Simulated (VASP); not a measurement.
**La2O3: single point with PBE**

The system is La2O3.

```xyz
5
Lattice="3.9308 0.0000 0.0000 -1.9654 3.4042 0.0000 0.0000 0.0000 6.1120" Properties=species:S:1:pos:R:3 pbc="T T T"
La    1.9654    1.1347    4.6070
La    0.0000    2.2694    1.5050
O     1.9189    1.0706    2.2254
O     0.0000    2.2694    3.9477
O     0.0000    0.0000    0.0000
```

```
Program                : VASP 6.6.1
Task                   : single point
Functional             : PBE
Potentials or basis    : VASP PAW PBE potentials, release 64 (La, O)
Cutoff                 : 520 eV
k mesh                 : 9 × 9 × 4
Occupations            : gaussian, width 0.05 eV
Spin                   : no spin polarisation
Dipole correction      : no
Further INCAR settings : ALGO = Normal; EDIFF = 1e-06; NBANDS = 28
```

```yaml
Pressure: 1.7 GPa
Largest_force: 0.737 eV/Å
Band_gap_on_the_k_mesh: 3.78 eV, indirect (least direct gap 3.99 eV)
```

Forces on the atoms (eV/Å):
```
La  -0.036 -0.050  0.028
La  -0.145 -0.249  0.223
O    0.288  0.460 -0.499
O   -0.054 -0.088  0.056
O   -0.053 -0.072  0.192
```

Stress tensor (GPa, compression positive):
```
 0.71 -0.46  0.12
-0.46  2.05  0.17
 0.12  0.17  2.21
```

Levels at points of the mesh, in eV from the valence-band top:
| k point | band 18 | band 19 | band 20 | band 21 | band 22 | band 23 |
| --- | --- | --- | --- | --- | --- | --- |
| (0.00, 0.00, 0.00) | -0.46 | -0.38 | -0.11 | 4.30 | 4.57 | 4.57 |
| (0.00, 0.00, 0.50) | -0.82 | -0.34 | -0.33 | 4.65 | 4.68 | 4.71 |

Wall time 7.6 min on 1 thread of Intel(R) Xeon(R) Platinum 8488C (Sapphire Rapids) (shared host), peak memory 0.46 GiB.

Caveat: spin-orbit coupling is left out, which moves the levels of the heavy elements. A k mesh can miss the band edges.
